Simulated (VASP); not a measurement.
Runs of VASP 6.6.1 on B. The structure is that of space group Cmce (No. 64), or close to it. The cells are those of the table. 

| task | cell | k mesh | cutoff (eV) | gap on the mesh (eV) | pressure (GPa) | largest force (eV/Å) |
| --- | --- | --- | --- | --- | --- | --- |
| single point | a = 3.030, b = 3.030, c = 3.248 Å, angles 90.0, 90.0, 122.2°, 4 atoms | 18 × 18 × 14 | 520 | none | (b) | - |
| single point | a = 3.071, b = 3.071, c = 4.853 Å, angles 90.0, 90.0, 144.9°, 4 atoms | 26 × 26 × 10 | 520 | none | 0.3 | 0.01 |
| single point | a = 3.031, b = 3.031, c = 3.249 Å, angles 90.0, 90.0, 122.2°, 4 atoms | 6 × 6 × 6 | 520 | none | 0.1 | 0.02 |
| single point | a = 3.209, b = 3.209, c = 3.265 Å, angles 90.0, 90.0, 118.9°, 4 atoms | 6 × 6 × 6 | 520 | none | (a) | 0.82 |
| relaxation of cell and atoms | relaxed from a = 3.209, b = 3.209, c = 3.265 Å, angles 90.0, 90.0, 118.9°, 4 atoms | 6 × 6 × 6 | 600 | none | 0.1 | 0.02 |

Alike in all rows: level PBEsol; potentials or basis VASP PAW PBE potentials, release 64 (B); no spin polarisation; smearing gaussian 0.1 eV.

Problem. Estimate the missing entries.

Solution. (a) -28.6; (b) 0.4.

Caveats: some runs use coarse meshes; the PAW data sets were made with another functional, which shifts forces and pressure a little.

A gap of «none» marks levels without a gap at the run's occupations.
